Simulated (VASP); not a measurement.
Wanted: the native input for a VASP 6.6.1 run.

* Task: single point
* Functional: PBE
* Potentials or basis: VASP PAW PBE potentials, release 64 (B, As)
* Cutoff: 520 eV
* k mesh: 14 × 14 × 14
* Occupations: fermi-dirac, width 0.05 eV
* Spin: no spin polarisation
* Dipole correction: no
* Further INCAR settings: ALGO = Normal; EDIFF = 1e-06; NBANDS = 11

The structure of BAs (zincblende type) lies in POSCAR:

```
BAs
1.0
    0.0000000000      2.2863727480      2.2863727480
    2.2863727480      0.0000000000      2.2863727480
    2.2863727480      2.2863727480      0.0000000000
B As
1 1
Direct
    0.0000000000      0.0000000000      0.0000000000
    0.2500000000      0.2500000000      0.2500000000
```

One way to write it, as run:

INCAR

```
  ALGO = Normal
  EDIFF = 1E-6
  ENCUT = 520
  GGA = PE
  ISIF = 2
  ISMEAR = -1
  LASPH = True
  LCHARG = True
  LELF = True
  LREAL = False
  LVHAR = True
  LWAVE = False
  NBANDS = 11
  NELM = 100
  PREC = Accurate
  SIGMA = 0.05
```

KPOINTS

```
k-points
0
Gamma
  14 14 14
```

Potentials or basis: VASP PAW PBE potentials, release 64 (B, As).

The run is started by

```bash
$ cat potpaw_PBE.64/B/POTCAR potpaw_PBE.64/As/POTCAR > POTCAR
$ mpirun -np 1 vasp_std > vasp.out
```

It gave:

The pressure is 28.3 GPa and the band gap on the k mesh is 1.04 eV, indirect (least direct gap 3.46 eV).

Run time: 21 s on 1 thread of Intel Xeon 6975P-C (shared host), peak memory 0.16 GiB.
